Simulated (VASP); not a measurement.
# NiSb in VASP: notebook

Runs on NiSb. Level: PBE. Tasks: single point.

Everything below comes from runs of VASP 6.6.1. Logs are shortened: lines on timing, memory, paths and dates and some standing lists are left out, and cuts for length are marked.

## Step 1: The cell of the first run

Symmetry: P6_3/mmc, No. 194, hexagonal system. The conventional cell has a = 3.928 Å, b = 3.928 Å, c = 5.120 Å, α = 90.00°, β = 90.00°, γ = 120.00°. Ni (site symmetry -3m) has 2 Ni at 2.56 Å and 6 Sb at 2.60 Å within 3.4 Å. Within 3.4 Å of Sb (site symmetry -6m2) lie 6 Ni at 2.60 Å.

## Step 2: Single point, PBE, collinear spin, zero start

The input, INCAR:

```
ALGO = Normal
EDIFF = 1E-7
ENCUT = 520
GGA = PE
ISIF = 2
ISMEAR = 0
ISPIN = 2
LASPH = True
LCHARG = False
LMAXMIX = 4
LORBIT = 11
LREAL = False
LWAVE = False
MAGMOM = 0 0 0 0
NBANDS = 27
NELM = 150
PREC = Accurate
SIGMA = 0.05
```

The input, KPOINTS:

```
k-points
0
Gamma
  12 12 8
```

The input, POSCAR:

```
NiSb
1.0
    3.9280000000      0.0000000000      0.0000000000
   -1.9640000000      3.4017477861      0.0000000000
    0.0000000000      0.0000000000      5.1200000000
Ni Sb
2 2
Direct
    0.0000000000      0.0000000000      0.0000000000
    0.0000000000      0.0000000000      0.5000000000
    0.3333333333      0.6666666667      0.2500000000
    0.6666666667      0.3333333333      0.7500000000
```

Potentials or basis: VASP PAW PBE potentials, release 64 (Ni, Sb).

Command:

```
$ cat potpaw_PBE.64/Ni/POTCAR potpaw_PBE.64/Sb/POTCAR > POTCAR
$ mpirun -np 1 vasp_std > vasp.out
```

OUTCAR:

```text
EDIFF = 1E-7
   ENCUT = 520
   GGA = PE
   ISIF = 2
   ISMEAR = 0
   ISPIN = 2
   LASPH = True
   LORBIT = 11
   LREAL = False
   NELM = 150
   PREC = Accurate

 ion  position               nearest neighbor table
   1  0.000  0.000  0.000-   2 2.56   2 2.56   4 2.60   3 2.60   4 2.60   3 2.60   4 2.60   3 2.60

   2  0.000  0.000  0.500-   1 2.56   1 2.56   4 2.60   3 2.60   4 2.60   3 2.60   4 2.60   3 2.60

   3  0.333  0.667  0.250-   1 2.60   2 2.60   1 2.60   2 2.60   1 2.60   2 2.60   4 3.42   4 3.42
                             4 3.42   4 3.42   4 3.42   4 3.42
   4  0.667  0.333  0.750-   1 2.60   2 2.60   1 2.60   2 2.60   1 2.60   2 2.60   3 3.42   3 3.42
                             3 3.42   3 3.42   3 3.42   3 3.42

  LATTYP: Found a hexagonal cell.
 ALAT       =     3.9280000000
 C/A-ratio  =     1.3034623218

  Lattice vectors:

 A1 = (   3.9280000000,   0.0000000000,   0.0000000000)
 A2 = (  -1.9640000000,   3.4017477861,   0.0000000000)
 A3 = (   0.0000000000,   0.0000000000,   5.1200000000)

Analysis of symmetry for initial positions (statically):
=====================================================================
 Subroutine PRICEL returns:
 Original cell was already a primitive cell.

 Routine SETGRP: Setting up the symmetry group for a
 hexagonal supercell.

 Subroutine GETGRP returns: Found 24 space group operations
 (whereof 12 operations were pure point group operations)
 out of a pool of 24 trial point group operations.

The static configuration has the point symmetry D_3d.
 The point group associated with its full space group is D_6h.

Analysis of symmetry for dynamics (positions and initial velocities):
=====================================================================
 Subroutine PRICEL returns:
 Original cell was already a primitive cell.

 Routine SETGRP: Setting up the symmetry group for a
 hexagonal supercell.

 Subroutine GETGRP returns: Found 24 space group operations
 (whereof 12 operations were pure point group operations)
 out of a pool of 24 trial point group operations.

The dynamic configuration has the point symmetry D_3d.
 The point group associated with its full space group is D_6h.

Analysis of structural, dynamic, and magnetic symmetry:
=====================================================================
 Subroutine PRICEL returns:
 Original cell was already a primitive cell.

 Routine SETGRP: Setting up the symmetry group for a
 hexagonal supercell.

 Subroutine GETGRP returns: Found 24 space group operations
 (whereof 12 operations were pure point group operations)
 out of a pool of 24 trial point group operations.

The overall configuration has the point symmetry D_3d.
 The point group associated with its full space group is D_6h.

 Subroutine INISYM returns: Found 24 space group operations
 (whereof 12 operations are pure point group operations),
 and found     1 'primitive' translations

----------------------------------------------------------------------------------------

                                     Primitive cell

  volume of cell :      68.4138

  direct lattice vectors                    reciprocal lattice vectors
     3.928000000  0.000000000  0.000000000     0.254582485  0.146983266  0.000000000
    -1.964000000  3.401747786  0.000000000     0.000000000  0.293966532  0.000000000
     0.000000000  0.000000000  5.120000000     0.000000000  0.000000000  0.195312500

  length of vectors
     3.928000000  3.928000000  5.120000000     0.293966532  0.293966532  0.195312500

  position of ions in fractional coordinates (direct lattice)
     0.000000000  0.000000000  0.000000000
     0.000000000  0.000000000  0.500000000
     0.333333333  0.666666667  0.250000000
     0.666666667  0.333333333  0.750000000

  ion indices of the primitive-cell ions
   primitive index   ion index
                 1           1
                 2           2
                 3           3
                 4           4

----------------------------------------------------------------------------------------

 KPOINTS: k-points

Automatic generation of k-mesh.
 Grid dimensions read from file:
 generate k-points for:   12   12    8

 Generating k-lattice:

  Cartesian coordinates                     Fractional coordinates (reciprocal lattice)
     0.021215207  0.012248606  0.000000000     0.083333333  0.000000000  0.000000000
     0.000000000  0.024497211  0.000000000     0.000000000  0.083333333  0.000000000
     0.000000000  0.000000000  0.024414062     0.000000000  0.000000000  0.125000000

  Length of vectors
     0.024497211  0.024497211  0.024414062

  Shift w.r.t. Gamma in fractional coordinates (k-lattice)
     0.000000000  0.000000000  0.000000000

 Subroutine IBZKPT returns following result:
 ===========================================

 Found     95 irreducible k-points:

 Following reciprocal coordinates:
            Coordinates               Weight
  0.000000  0.000000  0.000000      1.000000
  0.083333  0.000000  0.000000      6.000000
  0.166667  0.000000  0.000000      6.000000
  0.250000  0.000000  0.000000      6.000000
  0.333333  0.000000  0.000000      6.000000
  0.416667  0.000000  0.000000      6.000000
[... 16 lines left out ...]
  0.250000  0.000000  0.125000     12.000000
  0.333333  0.000000  0.125000     12.000000
 [... further k-points ...]
   k-points           NKPTS =     95   k-points in BZ     NKDIM =     95   number of bands    NBANDS=     27
   number of dos      NEDOS =    301   number of ions     NIONS =      4
   total plane-waves  NPLWV =  36000
   dimension x,y,z NGX =    30 NGY =   30 NGZ =   40
   dimension x,y,z NGXF=    60 NGYF=   60 NGZF=   80
   ions per type =               2   2
   NGX,Y,Z   is equivalent  to a cutoff of  12.70, 12.70, 12.99 a.u.
   NGXF,Y,Z  is equivalent  to a cutoff of  25.39, 25.39, 25.98 a.u.
 SYSTEM =  unknown system
   PREC   = accura    normal or accurate (medium, high low for compatibility)
   ISTART =      0    job   : 0-new  1-cont  2-samecut
   ICHARG =      2    charge: 1-file 2-atom 10-const
   ISPIN  =      2    spin polarized calculation?
   LNONCOLLINEAR =      F non collinear calculations
   LSORBIT =      F    spin-orbit coupling
   LASPH  =      T    aspherical Exc in radial PAW
   ENCUT  =  520.0 eV  38.22 Ry    6.18 a.u.   7.30  7.30  9.52*2*pi/ulx,y,z
   NELM   =    150;   NELMIN=  2; NELMDL= -5     # of ELM steps
   EDIFF  = 0.1E-06   stopping-criterion for ELM
   LREAL  =      F    real-space projection
   EDIFFG = 0.1E-05   stopping-criterion for IOM
   NSW    =      0    number of steps for IOM
   IBRION =     -1    ionic relax: 0-MD 1-quasi-New 2-CG
   NFREE  =      0    steps in history (QN), initial steepest desc. (CG)
   ISIF   =      2    stress and relaxation
   ISYM   =      2    0-nonsym 1-usesym 2-fastsym
   POTIM  = 0.5000    time-step for ionic-motion
   TEBEG  =    0.0;   TEEND  =   0.0 temperature during run
   PSTRESS=    0.0 pullay stress
   NELECT =      30.0000    total number of electrons
   NUPDOWN=      -1.0000    fix difference up-down
   EMIN   =  10.00;   EMAX   =-10.00  energy-range for DOS
   EFERMI =   0.00;   METHOD = LEGACY
   ISMEAR =     0;   SIGMA  =   0.05  broadening in eV -4-tet -1-fermi 0-gaus
   EFERMI_NEDOS =   21; number of points for ismear=-14 and -15
   IALGO  =     38    algorithm
   IMIX   =      4    mixing-type and parameters
     AMIX     =   0.40;   BMIX     =  1.00
     AMIX_MAG =   1.60;   BMIX_MAG =  1.00
  volume/ion in A,a.u.               =      17.10       115.42
  Fermi-wavevector in a.u.,A,eV,Ry     =   1.243753  2.350352 21.047138  1.546921
  Thomas-Fermi vector in A             =   2.378050
   LORBIT       =     11    0 simple, 1 ext, 2 COOP (PROOUT), +10 PAW based schemes
   GGA     = PE    functional components
   LHFCALC =     F    Hartree Fock is set to
   AEXX    =    0.0000 exact exchange contribution
   IVDW    =     0    specifies the selected vdW correction
   LEPSILON=     F    determine dielectric tensor
   LRPA    =     F    only Hartree local field effects (RPA)
 spin polarized calculation
 Gauss-broadening in eV      SIGMA  =   0.05
  energy-cutoff  :      520.00
  volume of cell :       68.41
 maximum number of plane-waves:      1892
 NGX is ok and might be reduce to    30
   NGX = 15   NGY = 15   NGZ = 19

 number of electron      30.0000034 magnetization      -0.0000003

 number of electron      30.0000034 magnetization       0.0000003

 Free energy of the ion-electron system (eV)
  ---------------------------------------------------
  ext. energy  EPLUGINS =         0.00000000
  ---------------------------------------------------
  free energy    TOTEN  =       -20.28938747 eV

  energy without entropy =      -20.28763740  energy(sigma->0) =      -20.28851243

 E-fermi :  10.0964     XC(G=0): -11.5313

 val. band max:       10.0914382116   @ k =   0.1667   0.1667   0.3750
 cond. band min:      10.1354876069   @ k =   0.4167   0.0833   0.1250
 fundamental gap:      0.0440493953
 Fermi energy:        10.0963903940

 spin component 1

 k-point     1 :       0.0000    0.0000    0.0000
  band No.  band energies     occupation
      1      -2.9327      1.00000
      2       1.6356      1.00000
      3       3.8001      1.00000
      4       6.1281      1.00000
      5       6.1281      1.00000
      6       6.9006      1.00000
[... 709 lines left out ...]
     26      22.0818      0.00000
     27      22.3763      0.00000

 [... further k-points ...]

 spin component 2

 k-point     1 :       0.0000    0.0000    0.0000
  band No.  band energies     occupation
      1      -2.9327      1.00000
      2       1.6356      1.00000
      3       3.8001      1.00000
      4       6.1281      1.00000
      5       6.1281      1.00000
      6       6.9006      1.00000
[... 709 lines left out ...]
     26      22.0818      0.00000
     27      22.3763      0.00000

 [... further k-points ...]
[... 5 lines left out ...]
  --------------------------------------------------------------------------------------
  -------------------------------------------------------------------------------------
  Total        1.5952568      1.5952568      1.4341944      0.0000000      0.0000000      0.0000000
  in kB       37.3592050     37.3592050     33.5872980      0.0000000      0.0000000      0.0000000
  external PRESSURE =      36.1019026 kB  Pullay stress =       0.0000000 kB

 VOLUME and BASIS-vectors are now :
 -----------------------------------------------------------------------------
  energy-cutoff  :      520.00
  volume of cell :       68.41
      direct lattice vectors                 reciprocal lattice vectors
     3.928000000  0.000000000  0.000000000     0.254582485  0.146983266  0.000000000
    -1.964000000  3.401747786  0.000000000     0.000000000  0.293966532  0.000000000
     0.000000000  0.000000000  5.120000000     0.000000000  0.000000000  0.195312500

 POSITION                                       TOTAL-FORCE (eV/Angst)
 -----------------------------------------------------------------------------------
      0.00000      0.00000      0.00000         0.000000      0.000000      0.000000
      0.00000      0.00000      2.56000         0.000000      0.000000      0.000000
     -0.00000      2.26783      1.28000        -0.000000      0.000000      0.000000
      1.96400      1.13392      3.84000         0.000000     -0.000000      0.000000
 -----------------------------------------------------------------------------------
    total drift:                                0.000000     -0.000000     -0.000000

  FREE ENERGIE OF THE ION-ELECTRON SYSTEM (eV)
  ---------------------------------------------------
  free  energy   TOTEN  =       -20.2893874699 eV

  energy  without entropy=      -20.2876373980  energy(sigma->0) =      -20.28851243

 total charge

# of ion       s       p       d       tot
------------------------------------------
    1        0.450   0.486   8.467   9.404
    2        0.450   0.486   8.467   9.404
    3        1.131   1.224   0.076   2.430
    4        1.131   1.224   0.076   2.430
--------------------------------------------------
tot          3.161   3.420  17.087  23.668

 magnetization (x)

# of ion       s       p       d       tot
------------------------------------------
    1        0.000  -0.000  -0.000  -0.000
    2        0.000  -0.000  -0.000  -0.000
    3        0.000  -0.000  -0.000  -0.000
    4        0.000  -0.000  -0.000  -0.000
--------------------------------------------------
tot          0.000  -0.000  -0.000  -0.000
```

Run time: 6.5 min. Hardware: 1 thread of Oxide Virtual Turin-like, shared host; peak memory 0.36 GiB.

What came out:

| Quantity | Value |
| --- | --- |
| Free energy | -20.2894 eV |
| Pressure | 3.6 GPa |
| Band gap on the k mesh | zero (filled and empty bands overlap) |
| Net moment | 0.00 μB per cell |
| Valence electrons inside the program's atomic spheres | Ni 9.40; Sb 2.43 |

Caveat: spin-orbit coupling is left out, which moves the levels of the heavy elements.

## Step 3: Single point, PBE, collinear spin, zero start

This run uses another cell than the first one, of 19.16 Å³/atom, 1.120 times its volume.

The input, INCAR:

```
ALGO = Normal ; EDIFF = 1E-7
ENCUT = 520 ; GGA = PE
ISIF = 2 ; ISMEAR = 0
ISPIN = 2 ; LASPH = T
LCHARG = T ; LELF = T
LMAXMIX = 4 ; LORBIT = 11
LREAL = F ; LVHAR = T
LWAVE = F ; MAGMOM = 0 0 0 0
NBANDS = 27 ; NELM = 150
PREC = Accurate ; SIGMA = 0.05
```

KPOINTS is that of step 2.

The input, POSCAR:

```
NiSb
1.0
    4.0792233664      0.0000000000      0.0000000000
   -2.0396116832      3.5327110631      0.0000000000
    0.0000000000      0.0000000000      5.3171139603
Ni Sb
2 2
Direct
    0.0000000000      0.0000000000      0.0000000000
    0.0000000000      0.0000000000      0.5000000000
    0.3333333333      0.6666666667      0.2500000000
    0.6666666667      0.3333333333      0.7500000000
```

Potentials or basis: VASP PAW PBE potentials, release 64 (Ni, Sb).

Command:

```
$ cat potpaw_PBE.64/Ni/POTCAR potpaw_PBE.64/Sb/POTCAR > POTCAR
$ mpirun -np 1 vasp_std > vasp.out
```

Wall time 6.9 min (1 thread of Oxide Virtual Turin-like, shared host); peak memory 0.39 GiB.

The run converged. Its results:

- Free energy: -20.1534 eV
- Pressure: -7.6 GPa
- Band gap on the k mesh: zero (filled and empty bands overlap)
- Net moment: 0.00 μB per cell
- Valence electrons inside the program's atomic spheres: Ni 9.22; Sb 2.36

Stress tensor (GPa, compression positive):
```
-7.56  0.00  0.00
 0.00 -7.56  0.00
 0.00  0.00 -7.67
```

Levels at points of the mesh, in eV from the Fermi level:
Spin up:
| k point | band 13 | band 14 | band 15 | band 16 | band 17 | band 18 |
| --- | --- | --- | --- | --- | --- | --- |
| (0.00, 0.00, 0.00) | 0.02 | 0.58 | 0.58 | 2.24 | 2.24 | 3.07 |
| (0.50, 0.00, 0.00) | -1.30 | -1.12 | -1.06 | -0.44 | 1.06 | 3.42 |
| (0.00, 0.00, 0.50) | -0.01 | -0.01 | 1.87 | 1.87 | 1.87 | 1.87 |
| (0.50, 0.00, 0.50) | -1.47 | -1.47 | 0.27 | 0.27 | 1.42 | 1.42 |
Spin down:
```tsv
k point	band 12	band 13	band 14	band 15	band 16	band 17	band 18	band 19
(0.00, 0.00, 0.00)	-1.07	0.02	0.58	0.58	2.24	2.24	3.07	3.55
(0.50, 0.00, 0.00)	-1.51	-1.30	-1.12	-1.06	-0.44	1.06	3.42	3.52
(0.00, 0.00, 0.50)	-1.70	-0.01	-0.01	1.87	1.87	1.87	1.87	4.83
(0.50, 0.00, 0.50)	-1.55	-1.47	-1.47	0.27	0.27	1.42	1.42	4.84
```

Caveat: spin-orbit coupling is left out, which moves the levels of the heavy elements.

(Part 1 of 2 ends here.)
